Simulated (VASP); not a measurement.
# BN in VASP: relaxation of the atoms with PBE+D3(BJ)

Aim: the relaxation of the atoms of BN with PBE+D3(BJ).

Everything below comes from runs of VASP 6.6.1. Logs are shortened: lines on timing, memory, paths and dates and some standing lists are left out, and cuts for length are marked.

### 1 The cell of the first run

The cell holds a slab with vacuum, 4 atoms: a = 2.509 Å, b = 2.509 Å, c = 17.500 Å, α = 90.00°, β = 90.00°, γ = 120.00°.

### 2 Relaxation of the atoms, PBE+D3(BJ) (layers slid over each other)

File INCAR:

```
  PREC = Accurate
  ENCUT = 520
  EDIFF = 1E-6
  ISMEAR = 0
  SIGMA = 0.05
  LREAL = False
  LASPH = True
  NELM = 80
  ALGO = Normal
  ISIF = 2
  LWAVE = False
  LCHARG = False
  LDIPOL = True
  IDIPOL = 3
  DIPOL = 0.5 0.5 0.356
  GGA = PE
  IVDW = 12
  IBRION = 2
  NSW = 40
  EDIFFG = -0.003
```

File KPOINTS:

```
regular mesh
0
Gamma
  12 12 1
```

File POSCAR:

```
BN
1.0
    2.5087623753      0.0000000000      0.0000000000
   -1.2543811876      2.1726519491      0.0000000000
    0.0000000000      0.0000000000     17.5000000000
B N
2 2
Selective dynamics
Direct
    0.0000000000      0.0000000000      0.2571428571  F F F
    0.1666666667      0.6666666667      0.4545065130  F F T
    0.6666666667      0.3333333333      0.2570922525  F F T
    0.8333333333      1.0000000000      0.4545572210  F F T
```

Potentials or basis: VASP PAW PBE potentials, release 64 (B, N).

The run is started by

```sh
> cat potpaw_PBE.64/B/POTCAR potpaw_PBE.64/N/POTCAR > POTCAR
> mpirun -np 1 vasp_std > vasp.out
```

OUTCAR:

```text
PREC = Accurate
   ENCUT = 520
   EDIFF = 1E-6
   ISMEAR = 0
   LREAL = False
   LASPH = True
   NELM = 80
   ISIF = 2
   GGA = PE
   IVDW = 12
   IBRION = 2
   NSW = 40
   EDIFFG = -0.003
 IVDW          = 12

 ion  position               nearest neighbor table
   1  0.000  0.000  0.257-   3 1.45   3 1.45   3 1.45
   2  0.167  0.667  0.455-   4 1.45   4 1.45   4 1.45
   3  0.667  0.333  0.257-   1 1.45   1 1.45   1 1.45
   4  0.833  0.000  0.455-   2 1.45   2 1.45   2 1.45

  LATTYP: Found a hexagonal cell.
 ALAT       =     2.5087623753
 C/A-ratio  =     6.9755510415

  Lattice vectors:

 A1 = (   2.5087623753,   0.0000000000,   0.0000000000)
 A2 = (  -1.2543811876,   2.1726519491,   0.0000000000)
 A3 = (   0.0000000000,   0.0000000000,  17.5000000000)

Analysis of symmetry for initial positions (statically):
=====================================================================
 Subroutine PRICEL returns:
 Original cell was already a primitive cell.

 Routine SETGRP: Setting up the symmetry group for a
 hexagonal supercell.

 Subroutine GETGRP returns: Found  1 space group operations
 (whereof  1 operations were pure point group operations)
 out of a pool of 24 trial point group operations.

The static configuration has the point symmetry C_1 .

Analysis of symmetry for dynamics (positions and initial velocities):
=====================================================================
 Subroutine PRICEL returns:
 Original cell was already a primitive cell.

 Routine SETGRP: Setting up the symmetry group for a
 hexagonal supercell.

 Subroutine GETGRP returns: Found  1 space group operations
 (whereof  1 operations were pure point group operations)
 out of a pool of 24 trial point group operations.

The dynamic configuration has the point symmetry C_1 .

Analysis of constrained symmetry for selective dynamics:
=====================================================================
 Subroutine PRICEL returns:
 Original cell was already a primitive cell.

 Routine SETGRP: Setting up the symmetry group for a
 hexagonal supercell.

 Subroutine GETGRP returns: Found  1 space group operations
 (whereof  1 operations were pure point group operations)
 out of a pool of 24 trial point group operations.

The constrained configuration has the point symmetry C_1 .

 Subroutine INISYM returns: Found  1 space group operations
 (whereof  1 operations are pure point group operations),
 and found     1 'primitive' translations

----------------------------------------------------------------------------------------

                                     Primitive cell
[... 144 lines left out ...]
  free energy    TOTEN  =       -35.18651807 eV

  energy without entropy =      -35.18651807  energy(sigma->0) =      -35.18651807

------------------------ aborting loop because EDIFF is reached ----------------------------------------

 Edisp (eV)   -0.41329

 E8    (eV) :    -0.1269
[... 111 lines left out ...]
  FREE ENERGIE OF THE ION-ELECTRON SYSTEM (eV)
  ---------------------------------------------------
  free  energy   TOTEN  =       -35.5998268622 eV

  energy  without entropy=      -35.5998268622  energy(sigma->0) =      -35.59982686

[... ionic steps 4 to 26 ...]

--------------------------------------- Ionic step       27  -------------------------------------------

 number of electron      16.0000001 magnetization

------------------------ aborting loop because EDIFF is reached ----------------------------------------

 vacuum level on the upper side and lower side of the slab       (xc-potential included)        -0.057         0.014

 Edisp (eV)   -0.41936

 E8    (eV) :    -0.1290

  FORCE on cell =-STRESS in cart. coord.  units (eV):
  Direction    XX          YY          ZZ          XY          YZ          ZX
  --------------------------------------------------------------------------------------
  -------------------------------------------------------------------------------------
  Total      -0.08221    -0.07208    -0.04055    -0.02661    -0.02701     0.04643
  in kB      -1.38088    -1.21077    -0.68110    -0.44700    -0.45373     0.77990
  external pressure =       -1.09 kB  Pullay stress =        0.00 kB
[... 67 lines left out ...]
--------------------------------------- Ionic step       29  -------------------------------------------

 number of electron      16.0000000 magnetization

 dipolmoment           0.000000      0.000000     -0.002021 electrons x Angstroem

 Free energy of the ion-electron system (eV)
  ---------------------------------------------------
  ext. energy  EPLUGINS =         0.00000000
  ---------------------------------------------------
  free energy    TOTEN  =       -35.18113584 eV

  energy without entropy =      -35.18113584  energy(sigma->0) =      -35.18113584

 E-fermi :  -2.4740     XC(G=0):  -4.3211

 val. band max:       -2.6903858276   @ k =   0.3333   0.3333   0.0000
 cond. band min:       1.5677702648   @ k =   0.5000  -0.0000   0.0000
 fundamental gap:      4.2581560924
 Fermi energy:        -2.4740432213

 k-point     1 :       0.0000    0.0000    0.0000
  band No.  band energies     occupation
      1     -20.4685      2.00000
      2     -20.3270      2.00000
      3      -8.4505      2.00000
      4      -7.4957      2.00000
      5      -4.1366      2.00000
      6      -4.1363      2.00000
      7      -4.0717      2.00000
      8      -4.0702      2.00000
      9       2.0114      0.00000
     10       2.5778      0.00000
     11       3.4265      0.00000
     12       4.9599      0.00000
[... 331 lines left out ...]
 k-point    24 :      -0.0833    0.2500    0.0000
  band No.  band energies     occupation
      1     -19.5571      2.00000
      2     -19.4286      2.00000
      3      -7.2298      2.00000
      4      -7.0874      2.00000
      5      -7.0074      2.00000
      6      -6.3062      2.00000
      7      -5.6907      2.00000
      8      -5.6249      2.00000
      9       3.5479      0.00000
     10       4.0090      0.00000
     11       4.9287      0.00000
     12       5.7794      0.00000

 [... further k-points ...]

------------------------ aborting loop because EDIFF is reached ----------------------------------------

 vacuum level on the upper side and lower side of the slab       (xc-potential included)        -0.101        -0.013

 Edisp (eV)   -0.41926

 E8    (eV) :    -0.1290

  FORCE on cell =-STRESS in cart. coord.  units (eV):
  Direction    XX          YY          ZZ          XY          YZ          ZX
  --------------------------------------------------------------------------------------
  -------------------------------------------------------------------------------------
  Total      -0.08202    -0.07193    -0.04069    -0.02652    -0.02691     0.04626
  in kB      -1.37765    -1.20824    -0.68348    -0.44540    -0.45208     0.77695
  external pressure =       -1.09 kB  Pullay stress =        0.00 kB
[... 19 lines left out ...]
  FREE ENERGIE OF THE ION-ELECTRON SYSTEM (eV)
  ---------------------------------------------------
  free  energy   TOTEN  =       -35.6003958820 eV

  energy  without entropy=      -35.6003958820  energy(sigma->0) =      -35.60039588

 reached required accuracy - stopping structural energy minimisation

 vacuum level on the upper side and lower side of the slab         2.976         3.078
```

OSZICAR:

```text
N       E                     dE             d eps       ncg     rms          rms(c)
DAV:   1     0.120289348733E+03    0.12029E+03   -0.68713E+03  1776   0.107E+03
DAV:   2    -0.264347345343E+02   -0.14672E+03   -0.13325E+03  3008   0.244E+02
DAV:   3    -0.386266281315E+02   -0.12192E+02   -0.12115E+02  2284   0.856E+01
[... 183 lines left out ...]
DAV:   3    -0.351810926787E+02    0.69523E-06   -0.25225E-06  2288   0.170E-02
  28 F= -.35600395E+02 E0= -.35600395E+02  d E =-.211059E-05
       N       E                     dE             d eps       ncg     rms          rms(c)
DAV:   1    -0.351811351410E+02   -0.41767E-04   -0.21907E-03  1800   0.397E-01    0.779E-03
DAV:   2    -0.351811360592E+02   -0.91816E-06   -0.23081E-05  2112   0.449E-02    0.503E-03
DAV:   3    -0.351811358417E+02    0.21745E-06   -0.10205E-06  1772   0.111E-02
  29 F= -.35600396E+02 E0= -.35600396E+02  d E =-.271530E-05
```

CONTCAR:

```text
BN
   1.00000000000000
     2.5087623752999999    0.0000000000000000    0.0000000000000000
    -1.2543811875999999    2.1726519491000000    0.0000000000000000
     0.0000000000000000    0.0000000000000000   17.5000000000000000
  B               N
     2     2
Selective dynamics
Direct
     0.0000000000000000    0.0000000000000000    0.2571428570999998   F   F   F
     0.1666666667000030    0.6666666667000030    0.4504925103633856   F   F   T
     0.6666666667000030    0.3333333332999970    0.2570622261751888   F   F   T
     0.8333333332999970    0.0000000000000000    0.4505433222447546   F   F   T

  0.00000000E+00  0.00000000E+00  0.00000000E+00
  0.00000000E+00  0.00000000E+00  0.00000000E+00
  0.00000000E+00  0.00000000E+00  0.00000000E+00
  0.00000000E+00  0.00000000E+00  0.00000000E+00
```

Wall time 25 min (1 thread of Intel Xeon 8259CL, shared host); peak memory 0.28 GiB.

What came out:

```yaml
Free_energy: -35.6004 eV
Energy_gained_by_relaxing: 0.1 meV/atom
Ionic_steps: 29
Band_gap_on_the_k_mesh: 4.26 eV (least direct gap 4.41 eV)
Dispersion_energy_per_atom: -0.105 eV
```

The path:
```csv
step,energy change (eV),largest force on free atoms (eV/Å),pressure (GPa)
1,0.0000,0.0090,-0.13
2,0.0000,0.0083,-0.13
3,0.0000,0.0127,-0.13
4,0.0000,0.0281,-0.13
5,0.0000,0.0169,-0.13
6,0.0000,0.0209,-0.13
7,0.0000,0.0212,-0.13
8,0.0000,0.0215,-0.13
9,-0.0001,0.0223,-0.13
10,-0.0001,0.0240,-0.13
11,-0.0001,0.0260,-0.13
12,-0.0002,0.0446,-0.13
13,-0.0002,0.0452,-0.13
14,-0.0002,0.0404,-0.12
15,-0.0003,0.0362,-0.12
16,-0.0004,0.0260,-0.12
17,-0.0005,0.0061,-0.12
18,-0.0005,0.0355,-0.11
19,-0.0006,0.0122,-0.11
20,-0.0006,0.0212,-0.11
21,-0.0006,0.0162,-0.11
22,-0.0006,0.0123,-0.11
23,-0.0006,0.0109,-0.11
24,-0.0006,0.0077,-0.11
25,-0.0006,0.0113,-0.11
26,-0.0006,0.0089,-0.11
27,-0.0006,0.0094,-0.11
28,-0.0006,0.0049,-0.11
29,-0.0006,0.0016,-0.11
```

Final structure:
```
B N
1.0
     2.50876    0.00000    0.00000
    -1.25438    2.17265    0.00000
     0.00000    0.00000   17.50000
B N
2 2
Cartesian
  0.0000 0.0000 4.5000
  -0.4181 1.4484 7.8836
  1.2544 0.7242 4.4986
  2.0906 0.0000 7.8845
```

Caveat: the cell differs from its parent crystal (layers slid over each other).
